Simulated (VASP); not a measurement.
# NaF (Fm-3m) in VASP: further runs, part 2 of 2

VASP 6.6.1. Earlier steps stand in the parts before.

## 4. Single point, r2SCAN

POSCAR

```
NaF
1.0
    0.0000000000      2.2972417895      2.2972417895
    2.2972417895      0.0000000000      2.2972417895
    2.2972417895      2.2972417895      0.0000000000
Na F
1 1
Direct
    0.0000000000      0.0000000000      0.0000000000
    0.5000000000      0.5000000000      0.5000000000
```

INCAR.step1

```
PREC = Accurate
ENCUT = 520
ISMEAR = -1
SIGMA = 0.02
LREAL = F
LASPH = T
NELM = 60
NBANDS = 14
GGA = PE
ALGO = Normal
EDIFF = 1E-4
LWAVE = T
LCHARG = F
```

INCAR.step2

```
PREC = Accurate
ENCUT = 520
EDIFF = 1E-7
ISMEAR = -1
SIGMA = 0.02
LREAL = F
LASPH = T
NELM = 60
ALGO = Normal
ISIF = 2
LWAVE = F
LCHARG = F
METAGGA = R2SCAN
LMIXTAU = T
NBANDS = 14
ISTART = 1
```

KPOINTS

```
regular mesh
0
Gamma
  8 8 8
```

Potentials or basis: VASP PAW PBE potentials, release 64 (Na_pv, F).

Started as:

```bash
$ cat potpaw_PBE.64/Na_pv/POTCAR potpaw_PBE.64/F/POTCAR > POTCAR
$ cp INCAR.step1 INCAR
$ mpirun -np 1 vasp_std > vasp.out
$ cp INCAR.step2 INCAR
$ mpirun -np 1 vasp_std > vasp.out
```

It took 64 s on 1 thread of AMD EPYC 7R13, shared host; peak memory 0.11 GiB.

The run converged. Its results:

| Property | Result |
| --- | --- |
| Free energy | -12.6030 eV |
| Pressure | -0.9 GPa |
| Band gap on the k mesh | 7.32 eV |

Levels at points of the mesh, in eV from the valence-band top:
| k point | band 3 | band 4 | band 5 | band 6 | band 7 | band 8 | band 9 | band 10 | band 11 | band 12 |
| --- | --- | --- | --- | --- | --- | --- | --- | --- | --- | --- |
| (0.00, 0.00, 0.00) | -19.42 | -19.42 | 0.00 | 0.00 | 0.00 | 7.32 | 19.97 | 19.97 | 19.97 | 22.68 |
| (0.50, 0.00, 0.00) | -19.43 | -18.90 | -1.61 | -0.28 | -0.28 | 11.80 | 13.64 | 21.70 | 21.70 | 24.21 |
| (0.50, 0.50, 0.00) | -19.48 | -19.48 | -1.30 | -0.41 | -0.41 | 14.01 | 14.29 | 15.11 | 21.46 | 21.46 |

Caveat: the PAW data sets were made with another functional, which shifts forces and pressure a little. r2SCAN opens gaps a little over a GGA but as a rule still falls short of measured ones.

## 5. Relaxation of cell and atoms, PBE

This run uses another cell than the first one, of 12.49 Å³/atom.

INCAR

```
SYSTEM = NaF
ALGO     = Normal         ! electronic algorithm
EDIFF    = 1E-6           ! SCF threshold, eV
EDIFFG   = -0.005         ! ionic threshold
ENCUT    = 600            ! plane-wave cutoff, eV
GGA      = PE             ! functional
IBRION   = 2              ! ionic algorithm
ISIF     = 3              ! what is computed and relaxed
ISMEAR   = -1             ! smearing method
LASPH    = .True.         ! aspherical terms in the spheres
LCHARG   = .False.        ! write CHGCAR
LREAL    = .False.        ! projectors in reciprocal space
LWAVE    = .False.        ! write WAVECAR
NELM     = 100            ! most SCF steps
NSW      = 80             ! ionic steps
PREC     = Accurate       ! precision mode
SIGMA    = 0.02           ! smearing width, eV
```

KPOINTS

```
k-points
0
Gamma
  8 8 8
  0 0 0
```

POSCAR

```
NaF
1.0
    0.0000000000      2.3200000000      2.3200000000
    2.3200000000      0.0000000000      2.3200000000
    2.3200000000      2.3200000000      0.0000000000
Na F
1 1
Direct
    0.0000000000      0.0000000000      0.0000000000
    0.5000000000      0.5000000000      0.5000000000
```

Started as:

```bash
$ cat potpaw_PBE.64/Na_pv/POTCAR potpaw_PBE.64/F/POTCAR > POTCAR
$ mpirun -np 1 vasp_std > vasp.out
```

Run time: 46 s. Hardware: 1 thread of AMD EPYC 7R13, shared host; peak memory 0.12 GiB.

Results (log left out):

```
Free energy                           : -8.5693 eV
Relaxed volume                        : 12.93 Å³/atom
Relaxed cell                          : a = 3.319 Å, b = 3.319 Å, c = 3.319 Å, α = 60.00°, β = 60.00°, γ = 60.00°
Space group after relaxing (to 0.1 Å) : Fm-3m (No. 225)
Energy gained by relaxing             : 2.3 meV/atom
Ionic steps                           : 4
Pressure after relaxing               : 0.0 GPa
Band gap on the k mesh                : 6.10 eV
```

Step by step:
| step | energy change (eV) | largest force (eV/Å) | pressure (GPa) | volume (Å³) |
| --- | --- | --- | --- | --- |
| 1 | 0.0000 | 0.0000 | 1.70 | 24.97 |
| 2 | -0.0037 | 0.0000 | 0.68 | 25.46 |
| 3 | -0.0045 | 0.0000 | 0.22 | 25.72 |
| 4 | -0.0046 | 0.0000 | -0.02 | 25.85 |

Final structure:
```
Na F
1.0
     0.00000    2.34693    2.34693
     2.34693    0.00000    2.34693
     2.34693    2.34693    0.00000
Na F
1 1
Direct
  0.00000 0.00000 0.00000
  0.50000 0.50000 0.50000
```

Levels at points of the mesh, in eV from the valence-band top:
```csv
k point,band 5,band 6,band 7,band 8,band 9,band 10
"(0.00, 0.00, 0.00)",0.00,0.00,0.00,6.10,18.70,18.70
"(0.50, 0.00, 0.00)",-1.51,-0.23,-0.23,10.55,12.14,19.69
"(0.50, 0.50, 0.00)",-1.21,-0.39,-0.39,12.84,13.17,13.23
```

## 6. Relaxation of cell and atoms, PBEsol

This run uses another cell than the first one, of 12.97 Å³/atom.

INCAR

```
PREC = Accurate
ENCUT = 600
EDIFF = 1E-7
ISMEAR = -1
SIGMA = 0.02
LREAL = F
LASPH = T
NELM = 100
ALGO = Normal
ISIF = 3
LWAVE = F
LCHARG = F
GGA = PS
IBRION = 2
NSW = 80
EDIFFG = -0.005
```

KPOINTS

```
regular mesh
0
Gamma
  8 8 8
```

POSCAR

```
NaF
1.0
    0.0000000000      2.3497438045      2.3497438045
    2.3497438045      0.0000000000      2.3497438045
    2.3497438045      2.3497438045      0.0000000000
Na F
1 1
Direct
    0.0000000000      0.0000000000      0.0000000000
    0.5000000000      0.5000000000      0.5000000000
```

Potentials or basis: VASP PAW PBE potentials, release 64 (Na_pv, F).

Started as:

```bash
$ cat potpaw_PBE.64/Na_pv/POTCAR potpaw_PBE.64/F/POTCAR > POTCAR
$ mpirun -np 1 vasp_std > vasp.out
```

It took 53 s on 1 thread of AMD EPYC 7R13, shared host; peak memory 0.12 GiB.

It converged, with:

```yaml
Free_energy: -8.7732 eV
Relaxed_volume: 12.36 Å³/atom
Relaxed_cell: a = 3.270 Å, b = 3.270 Å, c = 3.270 Å, α = 60.00°, β = 60.00°, γ = 60.00°
Space_group_after_relaxing_to_0.1_Å: Fm-3m (No. 225)
Energy_gained_by_relaxing: 4.2 meV/atom
Ionic_steps: 4
Pressure_after_relaxing: 0.0 GPa
Band_gap_on_the_k_mesh: 6.20 eV
```

The path:
```
step  energy change (eV)  largest force (eV/Å)  pressure (GPa)  volume (Å³)
   1              0.0000                0.0000           -2.10        25.95
   2             -0.0064                0.0000           -1.11        25.31
   3             -0.0085                0.0000           -0.10        24.77
   4             -0.0085                0.0000            0.03        24.72
```

Final structure:
```cif
data_structure
_symmetry_space_group_name_H-M 'P 1'
_symmetry_Int_Tables_number 1
_cell_length_a 3.2697
_cell_length_b 3.2697
_cell_length_c 3.2697
_cell_angle_alpha 60.000
_cell_angle_beta 60.000
_cell_angle_gamma 60.000
_cell_volume 24.72
loop_
_atom_site_label
_atom_site_type_symbol
_atom_site_fract_x
_atom_site_fract_y
_atom_site_fract_z
_atom_site_occupancy
Na1 Na 0.00000 0.00000 0.00000 1
F1 F 0.50000 0.50000 0.50000 1
```

Levels at points of the mesh, in eV from the valence-band top:
```csv
k point,band 3,band 4,band 5,band 6,band 7,band 8,band 9,band 10,band 11
"(0.00, 0.00, 0.00)",-18.75,-18.75,0.00,0.00,0.00,6.20,18.89,18.89,18.89
"(0.50, 0.00, 0.00)",-18.76,-18.00,-1.63,-0.26,-0.26,10.65,12.39,20.05,20.05
"(0.50, 0.50, 0.00)",-18.80,-18.80,-1.31,-0.41,-0.41,13.03,13.12,13.59,19.73
```

Caveat: the PAW data sets were made with another functional, which shifts forces and pressure a little. PBEsol gaps usually lie below the measured ones, often by a third to a half.

## 7. Summary

| task | level | potentials or basis | cell | k mesh | cutoff (eV) | smearing | gap on the mesh (eV) | pressure (GPa) | relaxed volume (Å³/atom) |
| --- | --- | --- | --- | --- | --- | --- | --- | --- | --- |
| single point | PBE | VASP PAW PBE potentials, release 64 (Na_pv, F) | a = 3.249 Å, angles 60.0°, 2 atoms | 10 × 10 × 10 | 520 | fermi-dirac 0.02 eV | 6.44 | 3.5 | - |
| single point | LDA | VASP PAW LDA potentials, release 64 (Na_pv, F) | a = 3.249 Å, angles 60.0°, 2 atoms | 10 × 10 × 10 | 520 | gaussian 0.01 eV | 6.09 | -3.3 | - |
| single point | r2SCAN | VASP PAW PBE potentials, release 64 (Na_pv, F) | a = 3.249 Å, angles 60.0°, 2 atoms | 8 × 8 × 8 | 520 | fermi-dirac 0.02 eV | 7.32 | -0.9 | - |
| relaxation of cell and atoms | PBE | VASP PAW PBE potentials, release 64 (Na_pv, F) | relaxed from a = 3.281 Å, angles 60.0°, 2 atoms | 8 × 8 × 8 | 600 | fermi-dirac 0.02 eV | 6.10 | 0.0 | 12.93 |
| relaxation of cell and atoms | PBEsol | VASP PAW PBE potentials, release 64 (Na_pv, F) | relaxed from a = 3.323 Å, angles 60.0°, 2 atoms | 8 × 8 × 8 | 600 | fermi-dirac 0.02 eV | 6.20 | 0.0 | 12.36 |

Alike in all rows: no spin polarisation.

Caveats: the PAW data sets were made with another functional, which shifts forces and pressure a little (at least some runs); the cell stands under pressure (at least some runs); the cell stands under tension (at least some runs).

Total energies depend on the potentials used, so only differences within one code and one set of settings carry meaning.
